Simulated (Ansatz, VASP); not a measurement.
One calculation of TiTe2, two programs

File INCAR:

```
PREC = Accurate
ENCUT = 600
EDIFF = 1E-6
ISMEAR = -1
SIGMA = 0.05
LREAL = F
LASPH = T
NELM = 150
ALGO = Normal
ISIF = 3
LWAVE = F
LCHARG = F
LMAXMIX = 4
LDAU = T
LDAUTYPE = 2
LDAUL = -1 2
LDAUU = 0 6.2
LDAUJ = 0 0
LDAUPRINT = 1
IBRION = 2
NSW = 60
EDIFFG = -0.01
```

File KPOINTS:

```
regular mesh
0
Gamma
  8 8 4
```

POSCAR

```
TiTe2
1.0
    3.7770000000      0.0000000000      0.0000000000
   -1.8885000000      3.2709779501      0.0000000000
    0.0000000000      0.0000000000      6.4980000000
Te Ti
2 1
Direct
    0.3333333333      0.6666666667      0.7372000000
    0.6666666667      0.3333333333      0.2628000000
    0.0000000000      0.0000000000      0.0000000000
```

Contents of input.yaml:

```yaml
crystal:
  lattice:
    - [3.777, 0.0, 0.0]
    - [-1.8885, 3.2709779501, 0.0]
    - [0.0, 0.0, 6.498]
  atoms:
    - { symbol: Te, position: [0.3333333333, 0.6666666667, 0.7372] }
    - { symbol: Te, position: [0.6666666667, 0.3333333333, 0.2628] }
    - { symbol: Ti, position: [0.0, 0.0, 0.0] }
hamiltonian:
  xc: lda
  pseudopotentials: { kind: paw }
  hubbard: { sites: [{ species: Ti, l: d, u_eff: 6.2 }] }
kpoints:
  mp_grid: { grid: [8, 8, 4] }
scf:
  occupations: { method: fermi_dirac, width: 0.05 }
output:
  forces: true
  stress: true
relax:
  f_tol: 0.01
  max_steps: 40
  cell: { stress_tol: 0.05 }
```

Alike in both runs: task relaxation of cell and atoms; functional LDA; k mesh 8 × 8 × 4; occupations fermi-dirac, width 0.05 eV; no spin polarisation; Hubbard terms Ti d U = 6.2 eV.

```csv
,VASP,Ansatz
version,VASP 6.6.1,Ansatz 0.2.0
potentials or method,"VASP PAW LDA potentials, release 64 (Te, Ti_sv)",Ansatz PAW
plane-wave cutoff (eV),600,420
valence electrons in the cell,24,44
```

VASP gave:

```
relaxed volume (Å³/atom)                                        : 26.68
relaxed length of the cell vector where the two differ most in proportion (Å) : 3.800
```

Task: Estimate Ansatz's values.

Result: Relaxed volume (Å³/atom): 28.44; relaxed length of the cell vector where the two differ most in proportion (Å): 3.939.

LDA's correlation is that of Perdew and Zunger in VASP and of Perdew and Wang (1992) in Ansatz. The programs project onto different local orbitals, so the same U acts differently, and such runs can settle in different states. VASP's potentials hold 24 valence electrons a cell and Ansatz's 44, so a difference there can come from the potentials and not from the codes.

Spin-orbit coupling is off throughout. Noted on Ansatz's run: the plane-wave basis is chosen anew once the cell has moved, so the energies of steps on either side of that aren't comparable.
